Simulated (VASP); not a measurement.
Write the native input for VASP 6.6.1 that does the following.

| Property | Result |
| --- | --- |
| Task | single point |
| Functional | PBEsol |
| Potentials or basis | VASP PAW PBE potentials, release 64 (Ca_sv) |
| Cutoff | 520 eV |
| k mesh | 11 × 11 × 6 |
| Occupations | fermi-dirac, width 0.05 eV |
| Spin | no spin polarisation |
| Dipole correction | no |
| Further INCAR settings | ALGO = Normal; EDIFF = 1e-06; NBANDS = 17 |

The structure of Ca lies in POSCAR:

```
Ca
1.0
    2.0008451349     -3.4464225327      0.0000000000
    2.0008451349      3.4464225327      0.0000000000
    0.0000000000      0.0000000000      6.5091117400
Ca
2
Direct
    0.8355866000      0.1644134000      0.2500000000
    0.1644134000      0.8355866000      0.7500000000
```

This cell differs from its parent crystal: x and y stretched by +1.5 %, z held.

The input as run:

INCAR

```
SYSTEM = Ca
PREC = Accurate
ENCUT = 520
EDIFF = 1E-6
ISMEAR = -1
SIGMA = 0.05
LREAL = .FALSE.
LASPH = .TRUE.
NELM = 100
ALGO = Normal
ISIF = 2
LWAVE = .FALSE.
LCHARG = .FALSE.
GGA = PS
NBANDS = 17
```

KPOINTS

```
regular mesh
0
G
  11 11 6
  0 0 0
```

Potentials or basis: VASP PAW PBE potentials, release 64 (Ca_sv).

Command:

```bash
$ cat potpaw_PBE.64/Ca_sv/POTCAR > POTCAR
$ mpirun -np 1 vasp_std > vasp.out
```

Results of the run:

| Property | Result |
| --- | --- |
| Pressure | -1.5 GPa |
| Largest force | 0.016 eV/Å |
| Band gap on the k mesh | zero (band 10 reaches 1.90 eV, above the bottom of band 11 at 1.46 eV) |

Caveat: the cell differs from its parent crystal (x and y stretched by +1.5 %, z held); the PAW data sets were made with another functional, which shifts forces and pressure a little.

Wall time 110 s on 1 thread of Intel(R) Xeon(R) 6975P-C (Granite Rapids), with other jobs on the host, peak memory 0.33 GiB.
